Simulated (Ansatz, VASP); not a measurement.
# SiGe: VASP beside Ansatz

```
CELL_PARAMETERS angstrom
3.90359 0.00000 0.00000
-1.95180 3.38061 0.00000
0.00000 0.00000 6.45110
ATOMIC_POSITIONS crystal
Si 0.66667 0.33333 0.87450
Si 0.33333 0.66667 0.37450
Ge 0.66667 0.33333 0.50050
Ge 0.33333 0.66667 0.00050
```

Alike in both runs: task single point; functional LDA; k mesh 12 × 12 × 6; occupations gaussian, width 0.03 eV; no spin polarisation.

|  | VASP | Ansatz |
| --- | --- | --- |
| version | VASP 6.6.1 | Ansatz 0.2.0 |
| potentials or method | VASP PAW LDA potentials, release 64 (Si, Ge_d), cutoff 520 eV | scalar-relativistic, plane waves, PAW |
| valence electrons in the cell | 36 | 36 |

Ansatz gave:

```
gap on the k mesh at the Fermi level (eV) : 0.36
least direct gap on the mesh (eV)         : 0.36
pressure (GPa)                            : -2.1
rms of the force components (eV/Å)        : 0.006
```

Estimate VASP's values.

gap on the k mesh at the Fermi level (eV): 0.36; least direct gap on the mesh (eV): 0.37; pressure (GPa): -2.0; rms of the force components (eV/Å): 0.006.

Ansatz warns that its potentials were made for another functional, while VASP's fit it. LDA's correlation is that of Perdew and Zunger in VASP and of Perdew and Wang (1992) in Ansatz. Atom by atom the forces differ by 0.000 eV/Å (rms over components).
